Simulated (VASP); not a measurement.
## CuRh2: single point with PBE

The system is CuRh2.

```
Cu Rh
1.0
     0.00000    2.65980    2.65980
     2.65980    0.00000    2.65980
     2.65980    2.65980    0.00000
Cu Rh
1 2
Direct
  0.00000 0.00000 0.00000
  0.25000 0.25000 0.25000
  0.75000 0.75000 0.75000
```

```json
{
 "Program": "VASP 6.6.1",
 "Task": "single point",
 "Functional": "PBE",
 "Potentials or basis": "VASP PAW PBE potentials, release 64 (Cu, Rh_pv)",
 "Cutoff": "520 eV",
 "k mesh": "6 × 6 × 6",
 "Occupations": "gaussian, width 0.1 eV",
 "Spin": "no spin polarisation"
}
```

| Item | Value |
| --- | --- |
| Pressure | 55.9 GPa |

Levels at points of the mesh, in eV from the Fermi level:
```tsv
k point	band 16	band 17	band 18	band 19	band 20	band 21	band 22	band 23	band 24	band 25
(0.00, 0.00, 0.00)	-1.99	-1.99	0.39	0.39	0.39	1.43	1.43	9.28	10.34	10.34
(0.50, 0.00, 0.00)	-2.02	-2.02	-1.42	-1.42	-0.90	-0.50	-0.50	1.06	10.11	10.11
(0.50, 0.50, 0.00)	-2.10	-1.77	-0.47	-0.10	-0.10	0.01	1.32	2.74	2.74	3.86
```

It took 13 s on 1 thread of Intel(R) Xeon(R) 6975P-C (Granite Rapids) (shared host), peak memory 0.16 GiB.
